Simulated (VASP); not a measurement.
# BN (P6_3mc) in VASP: notebook

Runs on BN. Level: r2SCAN. Tasks: single point.

Program: VASP 6.6.1. These are calculated values, not measurements. Logs are shortened: lines on timing, memory, paths and dates and some standing lists are left out, and cuts for length are marked.

## Step 1: The cell of the first run

Symmetry: P6_3mc, No. 186, hexagonal system. The conventional cell has a = 2.605 Å, b = 2.605 Å, c = 4.227 Å, α = 90.00°, β = 90.00°, γ = 120.00°. B (site symmetry 3m) has 4 N at 1.58 to 1.59 Å within 2.1 Å. Within 2.1 Å of N (site symmetry 3m) lie 4 B at 1.58 to 1.59 Å.

## Step 2: Single point, r2SCAN (strain +0.0200 x Voigt [1, 1, 0, 0, 0, 0])

File POSCAR:

```
BN
1.0
    2.6050183937      0.0000000000      0.0000000000
   -1.3025091969      2.2560121063      0.0000000000
    0.0000000000      0.0000000000      4.2268550000
B N
2 2
Direct
    0.6666666667      0.3333333333      0.9997240000
    0.3333333333      0.6666666667      0.4997240000
    0.6666666667      0.3333333333      0.6252760000
    0.3333333333      0.6666666667      0.1252760000
```

File INCAR.step1:

```
  PREC = Accurate
  ENCUT = 520
  ISMEAR = 0
  SIGMA = 0.05
  LREAL = False
  LASPH = True
  NELM = 100
  NBANDS = 16
  GGA = PE
  ALGO = Normal
  EDIFF = 1E-4
  LWAVE = True
  LCHARG = False
```

File INCAR.step2:

```
  PREC = Accurate
  ENCUT = 520
  EDIFF = 1E-6
  ISMEAR = 0
  SIGMA = 0.05
  LREAL = False
  LASPH = True
  NELM = 100
  ALGO = Normal
  ISIF = 2
  LWAVE = False
  LCHARG = False
  METAGGA = R2SCAN
  LMIXTAU = True
  NBANDS = 16
  ISTART = 1
```

File KPOINTS:

```
Automatic mesh
0
Gamma
  12 12 6
```

Potentials or basis: VASP PAW PBE potentials, release 64 (B, N).

Command:

```
$ cat potpaw_PBE.64/B/POTCAR potpaw_PBE.64/N/POTCAR > POTCAR
$ cp INCAR.step1 INCAR
$ mpirun -np 1 vasp_std > vasp.out
$ cp INCAR.step2 INCAR
$ mpirun -np 1 vasp_std > vasp.out
```

OUTCAR:

```text
PREC = Accurate
   ENCUT = 520
   EDIFF = 1E-6
   ISMEAR = 0
   LREAL = False
   LASPH = True
   NELM = 100
   ISIF = 2
   METAGGA = R2SCAN
   ISTART = 1

 ion  position               nearest neighbor table
   1  0.667  0.333  1.000-   3 1.58   4 1.59   4 1.59   4 1.59
   2  0.333  0.667  0.500-   4 1.58   3 1.59   3 1.59   3 1.59
   3  0.667  0.333  0.625-   1 1.58   2 1.59   2 1.59   2 1.59
   4  0.333  0.667  0.125-   2 1.58   1 1.59   1 1.59   1 1.59

  LATTYP: Found a hexagonal cell.
 ALAT       =     2.6050183937
 C/A-ratio  =     1.6225816333

  Lattice vectors:

 A1 = (   2.6050183937,   0.0000000000,   0.0000000000)
 A2 = (  -1.3025091969,   2.2560121063,   0.0000000000)
 A3 = (   0.0000000000,   0.0000000000,   4.2268550000)

Analysis of symmetry for initial positions (statically):
=====================================================================
 Subroutine PRICEL returns:
 Original cell was already a primitive cell.

 Routine SETGRP: Setting up the symmetry group for a
 hexagonal supercell.

 Subroutine GETGRP returns: Found 12 space group operations
 (whereof  6 operations were pure point group operations)
 out of a pool of 24 trial point group operations.

The static configuration has the point symmetry C_3v.
 The point group associated with its full space group is C_6v.

Analysis of symmetry for dynamics (positions and initial velocities):
=====================================================================
 Subroutine PRICEL returns:
 Original cell was already a primitive cell.

 Routine SETGRP: Setting up the symmetry group for a
 hexagonal supercell.

 Subroutine GETGRP returns: Found 12 space group operations
 (whereof  6 operations were pure point group operations)
 out of a pool of 24 trial point group operations.

The dynamic configuration has the point symmetry C_3v.
 The point group associated with its full space group is C_6v.

 Subroutine INISYM returns: Found 12 space group operations
 (whereof  6 operations are pure point group operations),
 and found     1 'primitive' translations

----------------------------------------------------------------------------------------

                                     Primitive cell

  volume of cell :      24.8410

  direct lattice vectors                    reciprocal lattice vectors
     2.605018394  0.000000000  0.000000000     0.383874449  0.221630016  0.000000000
    -1.302509197  2.256012106  0.000000000     0.000000000  0.443260033  0.000000000
     0.000000000  0.000000000  4.226855000     0.000000000  0.000000000  0.236582518

  length of vectors
     2.605018394  2.605018394  4.226855000     0.443260033  0.443260033  0.236582518

  position of ions in fractional coordinates (direct lattice)
     0.666666667  0.333333333  0.999724000
     0.333333333  0.666666667  0.499724000
     0.666666667  0.333333333  0.625276000
     0.333333333  0.666666667  0.125276000

  ion indices of the primitive-cell ions
   primitive index   ion index
                 1           1
                 2           2
                 3           3
                 4           4

----------------------------------------------------------------------------------------

 KPOINTS: Automatic mesh

Automatic generation of k-mesh.
 Grid dimensions read from file:
 generate k-points for:   12   12    6

 Generating k-lattice:

  Cartesian coordinates                     Fractional coordinates (reciprocal lattice)
     0.031989537  0.018469168  0.000000000     0.083333333  0.000000000  0.000000000
     0.000000000  0.036938336  0.000000000     0.000000000  0.083333333  0.000000000
     0.000000000  0.000000000  0.039430420     0.000000000  0.000000000  0.166666667

  Length of vectors
     0.036938336  0.036938336  0.039430420

  Shift w.r.t. Gamma in fractional coordinates (k-lattice)
     0.000000000  0.000000000  0.000000000

 Subroutine IBZKPT returns following result:
 ===========================================

 Found     76 irreducible k-points:

 Following reciprocal coordinates:
            Coordinates               Weight
  0.000000  0.000000  0.000000      1.000000
  0.083333 -0.000000  0.000000      6.000000
  0.166667  0.000000  0.000000      6.000000
  0.250000  0.000000  0.000000      6.000000
  0.333333 -0.000000  0.000000      6.000000
  0.416667 -0.000000  0.000000      6.000000
[... 16 lines left out ...]
  0.250000  0.000000  0.166667     12.000000
  0.333333 -0.000000  0.166667     12.000000
 [... further k-points ...]
   k-points           NKPTS =     76   k-points in BZ     NKDIM =     76   number of bands    NBANDS=     16
   number of dos      NEDOS =    301   number of ions     NIONS =      4
   total plane-waves  NPLWV =  12800
   dimension x,y,z NGX =    20 NGY =   20 NGZ =   32
   dimension x,y,z NGXF=    40 NGYF=   40 NGZF=   64
   ions per type =               2   2
   NGX,Y,Z   is equivalent  to a cutoff of  12.76, 12.76, 12.59 a.u.
   NGXF,Y,Z  is equivalent  to a cutoff of  25.53, 25.53, 25.17 a.u.
 SYSTEM =  unknown system
   PREC   = accura    normal or accurate (medium, high low for compatibility)
   ISTART =      1    job   : 0-new  1-cont  2-samecut
   ICHARG =      0    charge: 1-file 2-atom 10-const
   ISPIN  =      1    spin polarized calculation?
   LNONCOLLINEAR =      F non collinear calculations
   LSORBIT =      F    spin-orbit coupling
   LASPH  =      T    aspherical Exc in radial PAW
   ENCUT  =  520.0 eV  38.22 Ry    6.18 a.u.   4.84  4.84  7.86*2*pi/ulx,y,z
   NELM   =    100;   NELMIN=  2; NELMDL=  0     # of ELM steps
   EDIFF  = 0.1E-05   stopping-criterion for ELM
   LREAL  =      F    real-space projection
[... 7 lines left out ...]
   TEBEG  =    0.0;   TEEND  =   0.0 temperature during run
   PSTRESS=    0.0 pullay stress
   NELECT =      16.0000    total number of electrons
   NUPDOWN=      -1.0000    fix difference up-down
   EMIN   =  10.00;   EMAX   =-10.00  energy-range for DOS
   EFERMI =   0.00;   METHOD = LEGACY
   ISMEAR =     0;   SIGMA  =   0.05  broadening in eV -4-tet -1-fermi 0-gaus
   EFERMI_NEDOS =   21; number of points for ismear=-14 and -15
   IALGO  =     38    algorithm
   IMIX   =      4    mixing-type and parameters
     AMIX     =   0.40;   BMIX     =  1.00
     AMIX_MAG =   1.60;   BMIX_MAG =  1.00
  volume/ion in A,a.u.               =       6.21        41.91
  Fermi-wavevector in a.u.,A,eV,Ry     =   1.413812  2.671717 27.196197  1.998864
  Thomas-Fermi vector in A             =   2.535419
   LORBIT       =      0    0 simple, 1 ext, 2 COOP (PROOUT), +10 PAW based schemes
   METAGGA = R2SCAN    functional components
   LHFCALC =     F    Hartree Fock is set to
   AEXX    =    0.0000 exact exchange contribution
   IVDW    =     0    specifies the selected vdW correction
   LEPSILON=     F    determine dielectric tensor
   LRPA    =     F    only Hartree local field effects (RPA)
 non-spin polarized calculation
 Gauss-broadening in eV      SIGMA  =   0.05
  energy-cutoff  :      520.00
  volume of cell :       24.84
 maximum number of plane-waves:       687
 NGX is ok and might be reduce to    20
   NGX =  9   NGY =  9   NGZ = 15

 number of electron      15.9999998 magnetization

 Free energy of the ion-electron system (eV)
  ---------------------------------------------------
  ext. energy  EPLUGINS =         0.00000000
  ---------------------------------------------------
  free energy    TOTEN  =       -38.18515752 eV

  energy without entropy =      -38.18515752  energy(sigma->0) =      -38.18515752

 E-fermi :   6.9798     XC(G=0): -13.3703

 val. band max:        6.7814299013   @ k =   0.0000   0.0000   0.0000
 cond. band min:      12.6171020603   @ k =   0.3333   0.3333   0.0000
 fundamental gap:      5.8356721590
 Fermi energy:         6.9798134954

 k-point     1 :       0.0000    0.0000    0.0000
  band No.  band energies     occupation
      1     -14.1012      2.00000
      2      -9.9375      2.00000
      3      -4.0139      2.00000
      4       4.5391      2.00000
      5       4.5391      2.00000
      6       6.5659      2.00000
[... 8 lines left out ...]
     15      19.1353      0.00000
     16      23.7682      0.00000

 k-point     2 :       0.0833   -0.0000    0.0000
  band No.  band energies     occupation
      1     -13.9532      2.00000
      2      -9.8285      2.00000
      3      -3.8672      2.00000
      4       3.8461      2.00000
      5       4.2661      2.00000
      6       6.1870      2.00000
[... 8 lines left out ...]
     15      19.5754      0.00000
     16      23.5159      0.00000

 k-point     3 :       0.1667    0.0000    0.0000
  band No.  band energies     occupation
      1     -13.5151      2.00000
      2      -9.5202      2.00000
      3      -3.4336      2.00000
      4       2.1939      2.00000
      5       3.6217      2.00000
      6       4.7673      2.00000
[... 8 lines left out ...]
     15      20.7269      0.00000
     16      22.7639      0.00000

 k-point     4 :       0.2500    0.0000    0.0000
  band No.  band energies     occupation
      1     -12.8066      2.00000
      2      -9.0804      2.00000
      3      -2.7349      2.00000
      4       0.2630      2.00000
      5       2.8963      2.00000
      6       3.0047      2.00000
[... 8 lines left out ...]
     15      22.2295      0.00000
     16      22.6451      0.00000
[... 324 lines left out ...]
 k-point    22 :       0.1667    0.0000    0.1667
  band No.  band energies     occupation
      1     -13.3484      2.00000
      2     -10.0260      2.00000
      3      -2.6662      2.00000
      4       2.3520      2.00000
      5       3.7598      2.00000
      6       4.2819      2.00000
[... 8 lines left out ...]
     15      20.3924      0.00000
     16      22.7501      0.00000

 k-point    23 :       0.2500    0.0000    0.1667
  band No.  band energies     occupation
      1     -12.6457      2.00000
      2      -9.5252      2.00000
      3      -2.1393      2.00000
      4       0.5164      2.00000
      5       2.5305      2.00000
      6       3.0420      2.00000
[... 8 lines left out ...]
     15      21.8767      0.00000
     16      22.7740      0.00000

 k-point    24 :       0.3333   -0.0000    0.1667
  band No.  band energies     occupation
      1     -11.7256      2.00000
      2      -9.0105      2.00000
      3      -2.0753      2.00000
      4      -0.5041      2.00000
      5       0.7887      2.00000
      6       2.4343      2.00000
[... 8 lines left out ...]
     15      23.3037      0.00000
     16      23.5420      0.00000

 [... further k-points ...]
[... 5 lines left out ...]
  --------------------------------------------------------------------------------------
  -------------------------------------------------------------------------------------
  Total       -3.5640863     -3.5640863     -0.9508318      0.0000000      0.0000000      0.0000000
  in kB     -229.8736639   -229.8736639    -61.3260110      0.0000000      0.0000000      0.0000000
  external PRESSURE =    -173.6911129 kB  Pullay stress =       0.0000000 kB

 VOLUME and BASIS-vectors are now :
 -----------------------------------------------------------------------------
  energy-cutoff  :      520.00
  volume of cell :       24.84
      direct lattice vectors                 reciprocal lattice vectors
     2.605018394  0.000000000  0.000000000     0.383874449  0.221630016  0.000000000
    -1.302509197  2.256012106  0.000000000     0.000000000  0.443260033  0.000000000
     0.000000000  0.000000000  4.226855000     0.000000000  0.000000000  0.236582518

 POSITION                                       TOTAL-FORCE (eV/Angst)
 -----------------------------------------------------------------------------------
      1.30251      0.75200      4.22569         0.000000      0.000000      0.015745
     -0.00000      1.50401      2.11226        -0.000000     -0.000000      0.015745
      1.30251      0.75200      2.64295         0.000000     -0.000000     -0.015745
     -0.00000      1.50401      0.52952        -0.000000      0.000000     -0.015745
 -----------------------------------------------------------------------------------
    total drift:                               -0.000000     -0.000000      0.002393

  FREE ENERGIE OF THE ION-ELECTRON SYSTEM (eV)
  ---------------------------------------------------
  free  energy   TOTEN  =       -38.1851575170 eV

  energy  without entropy=      -38.1851575170  energy(sigma->0) =      -38.18515752
```

Wall time 39 s (1 thread of Intel Xeon 6975P-C (Granite Rapids), shared host); peak memory 0.15 GiB.

What came out:

```yaml
Free_energy: -38.1852 eV
Pressure: -17.4 GPa
Largest_force: 0.016 eV/Å
Band_gap_on_the_k_mesh: 5.84 eV, indirect (least direct gap 8.56 eV)
```

Forces in eV/Å, atoms in the order of the input:
```
B    0.000  0.000  0.016
B    0.000  0.000  0.016
N    0.000  0.000 -0.016
N    0.000  0.000 -0.016
```

Caveat: the cell differs from its parent crystal (strain +0.0200 x Voigt [1, 1, 0, 0, 0, 0]); the PAW data sets were made with another functional, which shifts forces and pressure a little. A k mesh can miss the band edges.

(Part 1 of 3 ends here.)
